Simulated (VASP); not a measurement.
# AlN (P6_3/mmc) in VASP: a series of runs

AlN is run at these levels: PBEsol; tasks: single point.

Everything below comes from runs of VASP 6.6.1. Logs are shortened: lines on timing, memory, paths and dates and some standing lists are left out, and cuts for length are marked.

## (1) The cell of the first run

The structure is hexagonal, space group P6_3/mmc (No. 194). Conventional cell: a = 3.318 Å, b = 3.318 Å, c = 3.902 Å, α = 90.00°, β = 90.00°, γ = 120.00°. Al (site symmetry -6m2) has 5 N at 1.92 to 1.95 Å within 2.5 Å. N (site symmetry -6m2) has 5 Al at 1.92 to 1.95 Å within 2.5 Å.

## (2) Single point, PBEsol (volume 9.301 Å^3 an atom, c/a of the conventional cell 1.1761)

Contents of INCAR:

```
PREC = Accurate ; ENCUT = 520
EDIFF = 1E-6 ; ISMEAR = 0
SIGMA = 0.05 ; LREAL = F
LASPH = T ; NELM = 80
ALGO = Normal ; ISIF = 2
LWAVE = F ; LCHARG = F
GGA = PS ; NBANDS = 16
```

Contents of KPOINTS:

```
regular mesh
0
Gamma
  9 9 6
```

Contents of POSCAR:

```
AlN
1.0
    3.3179633512      0.0000000000      0.0000000000
   -1.6589816756      2.8734405509      0.0000000000
    0.0000000000      0.0000000000      3.9022566973
Al N
2 2
Direct
    0.3333333333      0.6666666667      0.7500000000
    0.6666666667      0.3333333333      0.2500000000
    0.3333333333      0.6666666667      0.2500000000
    0.6666666667      0.3333333333      0.7500000000
```

Potentials or basis: VASP PAW PBE potentials, release 64 (Al, N).

Run with:

```sh
> cat potpaw_PBE.64/Al/POTCAR potpaw_PBE.64/N/POTCAR > POTCAR
> mpirun -np 1 vasp_std > vasp.out
```

OUTCAR:

```text
PREC = Accurate
   ENCUT = 520
   EDIFF = 1E-6
   ISMEAR = 0
   LREAL = F
   LASPH = T
   NELM = 80
   ISIF = 2
   GGA = PS

 ion  position               nearest neighbor table
   1  0.333  0.667  0.750-   4 1.92   4 1.92   4 1.92   3 1.95   3 1.95   2 2.73   2 2.73   2 2.73
                             2 2.73   2 2.73   2 2.73
   2  0.667  0.333  0.250-   3 1.92   3 1.92   3 1.92   4 1.95   4 1.95   1 2.73   1 2.73   1 2.73
                             1 2.73   1 2.73   1 2.73
   3  0.333  0.667  0.250-   2 1.92   2 1.92   2 1.92   1 1.95   1 1.95
   4  0.667  0.333  0.750-   1 1.92   1 1.92   1 1.92   2 1.95   2 1.95

  LATTYP: Found a hexagonal cell.
 ALAT       =     3.3179633512
 C/A-ratio  =     1.1761000000

  Lattice vectors:

 A1 = (   3.3179633512,   0.0000000000,   0.0000000000)
 A2 = (  -1.6589816756,   2.8734405509,   0.0000000000)
 A3 = (   0.0000000000,   0.0000000000,   3.9022566973)

Analysis of symmetry for initial positions (statically):
=====================================================================
 Subroutine PRICEL returns:
 Original cell was already a primitive cell.

 Routine SETGRP: Setting up the symmetry group for a
 hexagonal supercell.

 Subroutine GETGRP returns: Found 24 space group operations
 (whereof 12 operations were pure point group operations)
 out of a pool of 24 trial point group operations.

The static configuration has the point symmetry D_3d.
 The point group associated with its full space group is D_6h.

Analysis of symmetry for dynamics (positions and initial velocities):
=====================================================================
 Subroutine PRICEL returns:
 Original cell was already a primitive cell.

 Routine SETGRP: Setting up the symmetry group for a
 hexagonal supercell.

 Subroutine GETGRP returns: Found 24 space group operations
 (whereof 12 operations were pure point group operations)
 out of a pool of 24 trial point group operations.

The dynamic configuration has the point symmetry D_3d.
 The point group associated with its full space group is D_6h.

 Subroutine INISYM returns: Found 24 space group operations
 (whereof 12 operations are pure point group operations),
 and found     1 'primitive' translations

----------------------------------------------------------------------------------------

                                     Primitive cell

  volume of cell :      37.2040

  direct lattice vectors                    reciprocal lattice vectors
     3.317963351  0.000000000  0.000000000     0.301389706  0.174007428  0.000000000
    -1.658981676  2.873440551  0.000000000     0.000000000  0.348014856  0.000000000
     0.000000000  0.000000000  3.902256697     0.000000000  0.000000000  0.256261973

  length of vectors
     3.317963351  3.317963351  3.902256697     0.348014856  0.348014856  0.256261973

  position of ions in fractional coordinates (direct lattice)
     0.333333333  0.666666667  0.750000000
     0.666666667  0.333333333  0.250000000
     0.333333333  0.666666667  0.250000000
     0.666666667  0.333333333  0.750000000

  ion indices of the primitive-cell ions
   primitive index   ion index
                 1           1
                 2           2
                 3           3
                 4           4

----------------------------------------------------------------------------------------

 KPOINTS: regular mesh

Automatic generation of k-mesh.
 Grid dimensions read from file:
 generate k-points for:    9    9    6

 Generating k-lattice:

  Cartesian coordinates                     Fractional coordinates (reciprocal lattice)
     0.033487745  0.019334159  0.000000000     0.111111111 -0.000000000  0.000000000
     0.000000000  0.038668317  0.000000000     0.000000000  0.111111111  0.000000000
     0.000000000  0.000000000  0.042710329     0.000000000  0.000000000  0.166666667

  Length of vectors
     0.038668317  0.038668317  0.042710329

  Shift w.r.t. Gamma in fractional coordinates (k-lattice)
     0.000000000  0.000000000  0.000000000

 Subroutine IBZKPT returns following result:
 ===========================================

 Found     48 irreducible k-points:

 Following reciprocal coordinates:
            Coordinates               Weight
  0.000000  0.000000  0.000000      1.000000
  0.111111  0.000000  0.000000      6.000000
  0.222222  0.000000  0.000000      6.000000
  0.333333  0.000000  0.000000      6.000000
  0.444444  0.000000  0.000000      6.000000
  0.111111  0.111111  0.000000      6.000000
[... 16 lines left out ...]
  0.333333  0.222222  0.166667     24.000000
  0.333333  0.333333  0.166667      4.000000
 [... further k-points ...]
   k-points           NKPTS =     48   k-points in BZ     NKDIM =     48   number of bands    NBANDS=     16
   number of dos      NEDOS =    301   number of ions     NIONS =      4
   total plane-waves  NPLWV =  23520
   dimension x,y,z NGX =    28 NGY =   28 NGZ =   30
   dimension x,y,z NGXF=    56 NGYF=   56 NGZF=   60
   ions per type =               2   2
   NGX,Y,Z   is equivalent  to a cutoff of  14.03, 14.03, 12.78 a.u.
   NGXF,Y,Z  is equivalent  to a cutoff of  28.06, 28.06, 25.56 a.u.
 SYSTEM =  unknown system
   PREC   = accura    normal or accurate (medium, high low for compatibility)
   ISTART =      0    job   : 0-new  1-cont  2-samecut
   ICHARG =      2    charge: 1-file 2-atom 10-const
   ISPIN  =      1    spin polarized calculation?
   LNONCOLLINEAR =      F non collinear calculations
   LSORBIT =      F    spin-orbit coupling
   LASPH  =      T    aspherical Exc in radial PAW
   ENCUT  =  520.0 eV  38.22 Ry    6.18 a.u.   6.17  6.17  7.26*2*pi/ulx,y,z
   NELM   =     80;   NELMIN=  2; NELMDL= -5     # of ELM steps
   EDIFF  = 0.1E-05   stopping-criterion for ELM
   LREAL  =      F    real-space projection
   EDIFFG = 0.1E-04   stopping-criterion for IOM
   NSW    =      0    number of steps for IOM
   IBRION =     -1    ionic relax: 0-MD 1-quasi-New 2-CG
   NFREE  =      0    steps in history (QN), initial steepest desc. (CG)
   ISIF   =      2    stress and relaxation
   ISYM   =      2    0-nonsym 1-usesym 2-fastsym
   POTIM  = 0.5000    time-step for ionic-motion
   TEBEG  =    0.0;   TEEND  =   0.0 temperature during run
   PSTRESS=    0.0 pullay stress
   NELECT =      16.0000    total number of electrons
   NUPDOWN=      -1.0000    fix difference up-down
   EMIN   =  10.00;   EMAX   =-10.00  energy-range for DOS
   EFERMI =   0.00;   METHOD = LEGACY
   ISMEAR =     0;   SIGMA  =   0.05  broadening in eV -4-tet -1-fermi 0-gaus
   EFERMI_NEDOS =   21; number of points for ismear=-14 and -15
   IALGO  =     38    algorithm
   IMIX   =      4    mixing-type and parameters
     AMIX     =   0.40;   BMIX     =  1.00
     AMIX_MAG =   1.60;   BMIX_MAG =  1.00
  volume/ion in A,a.u.               =       9.30        62.77
  Fermi-wavevector in a.u.,A,eV,Ry     =   1.235715  2.335163 20.775978  1.526991
  Thomas-Fermi vector in A             =   2.370353
   LORBIT       =      0    0 simple, 1 ext, 2 COOP (PROOUT), +10 PAW based schemes
   GGA     = PS    functional components
   LHFCALC =     F    Hartree Fock is set to
   AEXX    =    0.0000 exact exchange contribution
   IVDW    =     0    specifies the selected vdW correction
   LEPSILON=     F    determine dielectric tensor
   LRPA    =     F    only Hartree local field effects (RPA)
 non-spin polarized calculation
 Gauss-broadening in eV      SIGMA  =   0.05
  energy-cutoff  :      520.00
  volume of cell :       37.20
 maximum number of plane-waves:      1023
 NGX is ok and might be reduce to    28
   NGX = 13   NGY = 13   NGZ = 15

 number of electron      16.0000000 magnetization

 Free energy of the ion-electron system (eV)
  ---------------------------------------------------
  ext. energy  EPLUGINS =         0.00000000
  ---------------------------------------------------
  free energy    TOTEN  =       -30.80419424 eV

  energy without entropy =      -30.80419424  energy(sigma->0) =      -30.80419424

 E-fermi :   8.5520     XC(G=0): -11.6368

 val. band max:        8.2844114539   @ k =   0.0000   0.0000   0.0000
 cond. band min:      12.1125670311   @ k =   0.0000   0.0000   0.0000
 fundamental gap:      3.8281555772
 Fermi energy:         8.5519628900

 k-point     1 :       0.0000    0.0000    0.0000
  band No.  band energies     occupation
      1      -8.7399      2.00000
      2      -4.3520      2.00000
      3       1.4492      2.00000
      4       4.8656      2.00000
      5       4.8656      2.00000
      6       6.9829      2.00000
[... 8 lines left out ...]
     15      20.4098      0.00000
     16      20.4098      0.00000

 k-point     2 :       0.1111    0.0000    0.0000
  band No.  band energies     occupation
      1      -8.5960      2.00000
      2      -4.3858      2.00000
      3       1.5951      2.00000
      4       4.4255      2.00000
      5       4.6512      2.00000
      6       6.5299      2.00000
[... 8 lines left out ...]
     15      20.0696      0.00000
     16      20.7524      0.00000

 k-point     3 :       0.2222    0.0000    0.0000
  band No.  band energies     occupation
      1      -8.1820      2.00000
      2      -4.5309      2.00000
      3       2.0199      2.00000
      4       3.4574      2.00000
      5       4.2181      2.00000
      6       5.7364      2.00000
[... 8 lines left out ...]
     15      19.4650      0.00000
     16      21.7802      0.00000

 k-point     4 :       0.3333    0.0000    0.0000
  band No.  band energies     occupation
      1      -7.5615      2.00000
      2      -4.8722      2.00000
      3       2.5676      2.00000
      4       2.6721      2.00000
      5       3.8299      2.00000
      6       5.0918      2.00000
[... 8 lines left out ...]
     15      19.7411      0.00000
     16      22.6413      0.00000

 k-point     5 :       0.4444    0.0000    0.0000
  band No.  band energies     occupation
      1      -6.9284      2.00000
      2      -5.3475      2.00000
      3       2.0907      2.00000
      4       3.3594      2.00000
      5       3.6125      2.00000
      6       4.7408      2.00000
[... 8 lines left out ...]
     15      21.4937      0.00000
     16      23.2589      0.00000

 k-point     6 :       0.1111    0.1111    0.0000
  band No.  band energies     occupation
      1      -8.3168      2.00000
      2      -4.4748      2.00000
      3       1.8809      2.00000
      4       3.9640      2.00000
      5       4.0163      2.00000
      6       6.1155      2.00000
[... 8 lines left out ...]
     15      19.8195      0.00000
     16      21.2788      0.00000
[... 267 lines left out ...]
 k-point    21 :       0.4444    0.1111    0.1667
  band No.  band energies     occupation
      1      -6.5764      2.00000
      2      -5.4991      2.00000
      3       1.4516      2.00000
      4       3.1821      2.00000
      5       3.2477      2.00000
      6       4.8519      2.00000
[... 8 lines left out ...]
     15      21.1839      0.00000
     16      23.0254      0.00000

 k-point    22 :       0.2222    0.2222    0.1667
  band No.  band energies     occupation
      1      -7.0563      2.00000
      2      -5.1612      2.00000
      3       1.9821      2.00000
      4       2.2937      2.00000
      5       4.1581      2.00000
      6       4.8558      2.00000
[... 8 lines left out ...]
     15      20.8885      0.00000
     16      22.6795      0.00000

 k-point    23 :       0.3333    0.2222    0.1667
  band No.  band energies     occupation
      1      -6.4661      2.00000
      2      -5.5340      2.00000
      3       1.6576      2.00000
      4       2.4728      2.00000
      5       3.3737      2.00000
      6       5.3446      2.00000
[... 8 lines left out ...]
     15      20.8903      0.00000
     16      22.4237      0.00000

 k-point    24 :       0.3333    0.3333    0.1667
  band No.  band energies     occupation
      1      -5.9563      2.00000
      2      -5.9563      2.00000
      3       1.5602      2.00000
      4       2.8059      2.00000
      5       2.8059      2.00000
      6       5.8671      2.00000
[... 8 lines left out ...]
     15      20.3031      0.00000
     16      22.6042      0.00000

 [... further k-points ...]
[... 5 lines left out ...]
  --------------------------------------------------------------------------------------
  -------------------------------------------------------------------------------------
  Total        1.4013958      1.4013958      5.4610562      0.0000000      0.0000000      0.0000000
  in kB       60.3506227     60.3506227    235.1784854      0.0000000      0.0000000      0.0000000
  external PRESSURE =     118.6265769 kB  Pullay stress =       0.0000000 kB

 VOLUME and BASIS-vectors are now :
 -----------------------------------------------------------------------------
  energy-cutoff  :      520.00
  volume of cell :       37.20
      direct lattice vectors                 reciprocal lattice vectors
     3.317963351  0.000000000  0.000000000     0.301389706  0.174007428  0.000000000
    -1.658981676  2.873440551  0.000000000     0.000000000  0.348014856  0.000000000
     0.000000000  0.000000000  3.902256697     0.000000000  0.000000000  0.256261973

 POSITION                                       TOTAL-FORCE (eV/Angst)
 -----------------------------------------------------------------------------------
     -0.00000      1.91563      2.92669         0.000000     -0.000000      0.000000
      1.65898      0.95781      0.97556        -0.000000      0.000000      0.000000
     -0.00000      1.91563      0.97556         0.000000     -0.000000      0.000000
      1.65898      0.95781      2.92669         0.000000      0.000000      0.000000
 -----------------------------------------------------------------------------------
    total drift:                                0.000000     -0.000000      0.000000

  FREE ENERGIE OF THE ION-ELECTRON SYSTEM (eV)
  ---------------------------------------------------
  free  energy   TOTEN  =       -30.8041942391 eV

  energy  without entropy=      -30.8041942391  energy(sigma->0) =      -30.80419424
```

Wall time 50 s (1 thread of Intel Xeon 8259CL, shared host); peak memory 0.16 GiB.

What came out:

```
Free energy            : -30.8042 eV
Pressure               : 11.9 GPa
Band gap on the k mesh : 3.83 eV, direct
```

Stress tensor (GPa, compression positive):
```
 6.04  0.00  0.00
 0.00  6.04  0.00
 0.00  0.00 23.52
```

Levels at points of the mesh, in eV from the valence-band top:
```
           k point  band 5  band 6  band 7  band 8  band 9  band 10  band 11  band 12
(0.00, 0.00, 0.00)   -3.42   -1.30   -1.30    0.00    3.83     4.99     8.45     8.45
(0.00, 0.00, 0.50)   -2.41   -2.41   -2.41   -2.41    6.19     6.19     8.45     8.45
```

Caveat: the PAW data sets were made with another functional, which shifts forces and pressure a little. A k mesh can miss the band edges.

[end of part 1 of 2]
